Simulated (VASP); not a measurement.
Set up this calculation in VASP 6.6.1, as the native input.

```yaml
Task: single point
Functional: PBE
Potentials_or_basis: VASP PAW PBE potentials, release 64 (In_d, Te, Mo_sv)
Cutoff: 500 eV
k_mesh: 8 × 8 × 8
Occupations: gaussian, width 0.1 eV
Spin: collinear spin
Starting_moments: "[0.0, -0.29, -0.29, -0.29, 4.59] μB"
Dipole_correction: no
Further_INCAR_settings: ALGO = Normal; EDIFF = 1e-06; NBANDS = 34
```

The structure of InTe3Mo lies in POSCAR:

```
InTe3Mo
1.0
    5.6359677161      0.0000000000      0.0000000000
    0.0000000000      5.6359677161      0.0000000000
    0.0000000000      0.0000000000      5.6359677161
In Te Mo
1 3 1
Direct
    0.5000000000      0.5000000000      0.5000000000
    0.0000000000      0.5000000000      0.5000000000
    0.5000000000      0.0000000000      0.5000000000
    0.5000000000      0.5000000000      0.0000000000
    0.0000000000      0.0000000000      0.0000000000
```

The cell was built from a structure type or drawn by symmetry, and may not be a known phase.

The input as run:

INCAR

```
SYSTEM = InTe3Mo
  ALGO = Normal
  EDIFF = 1E-6
  ENCUT = 500
  GGA = PE
  GGA_COMPAT = .FALSE.
  ISIF = 2
  ISMEAR = 0
  ISPIN = 2
  LASPH = .TRUE.
  LCHARG = .FALSE.
  LMAXMIX = 4
  LORBIT = 11
  LREAL = .FALSE.
  LWAVE = .FALSE.
  MAGMOM = 0 -0.29 -0.29 -0.29 4.59
  NBANDS = 34
  NELM = 200
  PREC = Accurate
  SIGMA = 0.1
```

KPOINTS

```
k-points
0
G
  8 8 8
  0 0 0
```

Potentials or basis: VASP PAW PBE potentials, release 64 (In_d, Te, Mo_sv).

Launch:

```console
$ cat potpaw_PBE.64/In_d/POTCAR potpaw_PBE.64/Te/POTCAR potpaw_PBE.64/Mo_sv/POTCAR > POTCAR
$ mpirun -np 1 vasp_std > vasp.out
```

Results of the run:

```yaml
Pressure: 0.0 GPa
Net_moment: 3.48 μB per cell
Site_moments: In +0.01; Te -0.22; Mo +3.76 μB
Valence_electrons_inside_the_program's_atomic_spheres: In 11.48; Te 3.34; Mo 11.96
```

It took 3.2 min on 1 thread of Intel(R) Xeon(R) 6975P-C (Granite Rapids), on a shared host, peak memory 0.51 GiB.
